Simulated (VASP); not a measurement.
# TiAl3 (pbe) (Pmm2) in VASP: relaxation of cell and atoms with PBE

Aim: the relaxation of cell and atoms of TiAl3 (pbe) with PBE.

Everything below comes from runs of VASP 6.6.1. Logs are shortened: lines on timing, memory, paths and dates and some standing lists are left out, and cuts for length are marked.

### Step 1. The cell of the first run

It takes space group Pmm2 (No. 25, orthorhombic). Conventional cell: a = 2.840 Å, b = 4.681 Å, c = 4.901 Å, α = 90.00°, β = 90.00°, γ = 90.00°. Within 3.7 Å of Ti (site symmetry mm2) lie 10 Al at 2.83 to 2.85 Å and 2 Ti at 2.84 Å. Within 3.7 Å of Al (site symmetry mm2) lie 4 Ti at 2.83 to 2.84 Å and 8 Al at 2.84 to 2.86 Å. Within 3.7 Å of Al (site symmetry mm2) lie 8 Al at 2.81 to 2.86 Å and 4 Ti at 2.85 Å. Within 3.7 Å of Al (site symmetry mm2) lie 10 Al at 2.81 to 2.86 Å and 2 Ti at 2.85 Å.

### Step 2. Relaxation of cell and atoms, PBE

INCAR

```
ALGO = Fast
EDIFF = 1E-7
EDIFFG = -0.002
ENCUT = 600
GGA = PE
IBRION = 2
ISIF = 3
ISMEAR = 0
LASPH = True
LCHARG = False
LREAL = False
LWAVE = False
NELM = 60
NSW = 100
PREC = Accurate
SIGMA = 0.1
```

KPOINTS

```
k-points
0
Gamma
  14 10 10
```

POSCAR

```
TiAl3
1.0
    2.8396770000      0.0000000000      0.0000000000
    0.0000000000      4.6812640000      0.0000000000
    0.0000000000      0.0000000000      4.9007420000
Ti Al
1 3
Direct
    0.0000000000      0.5000000000      0.1659160000
    0.5000000000      0.5000000000      0.6672710000
    0.5000000000      0.0000000000      0.3309120000
    0.0000000000      0.0000000000      0.8359000000
```

Potentials or basis: VASP PAW PBE potentials, release 64 (Ti_sv, Al).

On the command line:

```bash
$ cat potpaw_PBE.64/Ti_sv/POTCAR potpaw_PBE.64/Al/POTCAR > POTCAR
$ mpirun -np 1 vasp_std > vasp.out
```

OUTCAR:

```text
EDIFF = 1E-7
   EDIFFG = -0.002
   ENCUT = 600
   GGA = PE
   IBRION = 2
   ISIF = 3
   ISMEAR = 0
   LASPH = True
   LREAL = False
   NELM = 60
   NSW = 100
   PREC = Accurate

 ion  position               nearest neighbor table
   1  0.000  0.500  0.166-   2 2.83   2 2.83   2 2.84   2 2.84   4 2.85   4 2.85   3 2.85   3 2.85
                             3 2.85   3 2.85
   2  0.500  0.500  0.667-   1 2.83   1 2.83   1 2.84   1 2.84   4 2.86   4 2.86   4 2.86   4 2.86
                             3 2.86   3 2.86
   3  0.500  0.000  0.331-   4 2.81   4 2.81   4 2.85   4 2.85   1 2.85   1 2.85   1 2.85   1 2.85
                             2 2.86   2 2.86
   4  0.000  0.000  0.836-   3 2.81   3 2.81   1 2.85   1 2.85   3 2.85   3 2.85   2 2.86   2 2.86
                             2 2.86   2 2.86

  LATTYP: Found a simple orthorhombic cell.
 ALAT       =     2.8396770000
 B/A-ratio  =     1.6485198845
 C/A-ratio  =     1.7258096607

  Lattice vectors:

 A1 = (   2.8396770000,   0.0000000000,   0.0000000000)
 A2 = (   0.0000000000,   4.6812640000,   0.0000000000)
 A3 = (   0.0000000000,   0.0000000000,   4.9007420000)

Analysis of symmetry for initial positions (statically):
=====================================================================
 Subroutine PRICEL returns:
 Original cell was already a primitive cell.

 Routine SETGRP: Setting up the symmetry group for a
 simple orthorhombic supercell.

 Subroutine GETGRP returns: Found  4 space group operations
 (whereof  4 operations were pure point group operations)
 out of a pool of  8 trial point group operations.

The static configuration has the point symmetry C_2v.

Analysis of symmetry for dynamics (positions and initial velocities):
=====================================================================
 Subroutine PRICEL returns:
 Original cell was already a primitive cell.

 Routine SETGRP: Setting up the symmetry group for a
 simple orthorhombic supercell.

 Subroutine GETGRP returns: Found  4 space group operations
 (whereof  4 operations were pure point group operations)
 out of a pool of  8 trial point group operations.

The dynamic configuration has the point symmetry C_2v.

 Subroutine INISYM returns: Found  4 space group operations
 (whereof  4 operations are pure point group operations),
 and found     1 'primitive' translations

----------------------------------------------------------------------------------------

                                     Primitive cell
[... 126 lines left out ...]
 conjugate gradient relaxation of ions
 non-spin polarized calculation
 RMM-DIIS sequential band-by-band and
 Gauss-broadening in eV      SIGMA  =   0.10
  energy-cutoff  :      600.00
  volume of cell :       65.15
 maximum number of plane-waves:      2195
 NGX is ok and might be reduce to    24
   NGX = 11   NGY = 19   NGZ = 19

--------------------------------------- Ionic step        1  -------------------------------------------

 number of electron      20.9999997 magnetization

 Free energy of the ion-electron system (eV)
  ---------------------------------------------------
  ext. energy  EPLUGINS =         0.00000000
  ---------------------------------------------------
  free energy    TOTEN  =       -20.04049954 eV

  energy without entropy =      -20.02646270  energy(sigma->0) =      -20.03348112

------------------------ aborting loop because EDIFF is reached ----------------------------------------

  FORCE on cell =-STRESS in cart. coord.  units (eV):
  Direction    XX          YY          ZZ          XY          YZ          ZX
  --------------------------------------------------------------------------------------
  -------------------------------------------------------------------------------------
  Total       -0.5671412      0.2176161      0.2411335      0.0000000      0.0000000      0.0000000
  in kB      -13.9478698      5.3518955      5.9302672      0.0000000      0.0000000      0.0000000
  external PRESSURE =      -0.8885690 kB  Pullay stress =       0.0000000 kB
[... 95 lines left out ...]
  FREE ENERGIE OF THE ION-ELECTRON SYSTEM (eV)
  ---------------------------------------------------
  free  energy   TOTEN  =       -20.0451901313 eV

  energy  without entropy=      -20.0322318316  energy(sigma->0) =      -20.03871098

[... ionic steps 4 to 9 ...]

--------------------------------------- Ionic step       10  -------------------------------------------

 number of electron      20.9999996 magnetization

------------------------ aborting loop because EDIFF is reached ----------------------------------------
[... 71 lines left out ...]
--------------------------------------- Ionic step       12  -------------------------------------------

 number of electron      20.9999996 magnetization

 Free energy of the ion-electron system (eV)
  ---------------------------------------------------
  ext. energy  EPLUGINS =         0.00000000
  ---------------------------------------------------
  free energy    TOTEN  =       -20.04628601 eV

  energy without entropy =      -20.03343626  energy(sigma->0) =      -20.03986114

 E-fermi :   8.0506     XC(G=0): -10.6341

 val. band max:        8.0497032823   @ k =   0.2143   0.3000   0.3000
 cond. band min:       8.0553208034   @ k =   0.5000   0.1000   0.1000
 fundamental gap:      0.0056175211
 Fermi energy:         8.0505807899

 k-point     1 :       0.0000    0.0000    0.0000
  band No.  band energies     occupation
      1     -48.4495      2.00000
      2     -24.7744      2.00000
      3     -24.7730      2.00000
      4     -24.3823      2.00000
      5      -2.0728      2.00000
      6       2.9173      2.00000
      7       4.1597      2.00000
      8       4.5212      2.00000
      9       5.3582      2.00000
     10       7.2407      2.00000
     11       7.6298      2.00000
     12      10.5005      0.00000
     13      10.5686      0.00000
     14      10.6337      0.00000
[... 377 lines left out ...]
      1     -48.3881      2.00000
      2     -24.8706      2.00000
      3     -24.7165      2.00000
      4     -24.7131      2.00000
      5       2.6613      2.00000
      6       2.8084      2.00000
      7       5.7461      2.00000
      8       5.8864      2.00000
      9       6.1224      2.00000
     10       8.2003      0.03424
     11       8.2233      0.01461
     12       8.4138      0.00000
     13       9.2424      0.00000
     14      10.0392      0.00000

 [... further k-points ...]
[... 5 lines left out ...]
  --------------------------------------------------------------------------------------
  -------------------------------------------------------------------------------------
  Total       -0.0022338     -0.0003598      0.0005388      0.0000000      0.0000000      0.0000000
  in kB       -0.0549785     -0.0088557      0.0132609      0.0000000      0.0000000      0.0000000
  external PRESSURE =      -0.0168578 kB  Pullay stress =       0.0000000 kB
[... 19 lines left out ...]
  FREE ENERGIE OF THE ION-ELECTRON SYSTEM (eV)
  ---------------------------------------------------
  free  energy   TOTEN  =       -20.0462860142 eV

  energy  without entropy=      -20.0334362592  energy(sigma->0) =      -20.03986114

 reached required accuracy - stopping structural energy minimisation
```

CONTCAR:

```text
TiAl3
   1.00000000000000
     2.8040674947810267    0.0000000000000000    0.0000000000000000
     0.0000000000000000    4.7108457978979619    0.0000000000000000
     0.0000000000000000    0.0000000000000000    4.9281566162099892
  Ti              Al
     1     3
Direct
     0.0000000000000000    0.5000000000000000    0.1632406361771321
     0.5000000000000000    0.5000000000000000    0.6644060287843996
     0.5000000000000000    0.0000000000000000    0.3333313521808378
     0.0000000000000000    0.0000000000000000    0.8390209828576329

  0.00000000E+00  0.00000000E+00  0.00000000E+00
  0.00000000E+00  0.00000000E+00  0.00000000E+00
  0.00000000E+00  0.00000000E+00  0.00000000E+00
  0.00000000E+00  0.00000000E+00  0.00000000E+00
```

It took 31 min on 1 thread of Intel Xeon Platinum 8559C (Emerald Rapids), shared host; peak memory 0.49 GiB.

Results:

| Property | Result |
| --- | --- |
| Free energy | -20.0463 eV |
| Relaxed volume | 16.27 Å³/atom |
| Relaxed cell | a = 2.804 Å, b = 4.711 Å, c = 4.928 Å, α = 90.00°, β = 90.00°, γ = 90.00° |
| Space group after relaxing (to 0.05 Å) | Pmm2 (No. 25) |
| Energy gained by relaxing | 1.4 meV/atom |
| Ionic steps | 12 |
| Pressure after relaxing | 0.0 GPa |

The path:
| step | energy change (eV) | largest force (eV/Å) | pressure (GPa) | volume (Å³) |
| --- | --- | --- | --- | --- |
| 1 | 0.0000 | 0.0457 | -0.09 | 65.15 |
| 2 | -0.0039 | 0.0386 | 0.05 | 65.06 |
| 3 | -0.0047 | 0.0561 | 0.15 | 65.00 |
| 4 | -0.0051 | 0.0445 | -0.07 | 65.15 |
| 5 | -0.0052 | 0.0355 | -0.24 | 65.27 |
| 6 | -0.0055 | 0.0221 | -0.15 | 65.20 |
| 7 | -0.0057 | 0.0186 | 0.01 | 65.10 |
| 8 | -0.0057 | 0.0127 | 0.01 | 65.09 |
| 9 | -0.0058 | 0.0060 | 0.01 | 65.09 |
| 10 | -0.0058 | 0.0026 | -0.01 | 65.10 |
| 11 | -0.0058 | 0.0010 | -0.01 | 65.11 |
| 12 | -0.0058 | 0.0008 | 0.00 | 65.10 |

Final structure:
```
Ti Al
1.0
     2.80407    0.00000    0.00000
     0.00000    4.71085    0.00000
     0.00000    0.00000    4.92816
Ti Al
1 3
Direct
  0.00000 0.50000 0.16324
  0.50000 0.50000 0.66441
  0.50000 0.00000 0.33333
  0.00000 0.00000 0.83902
```
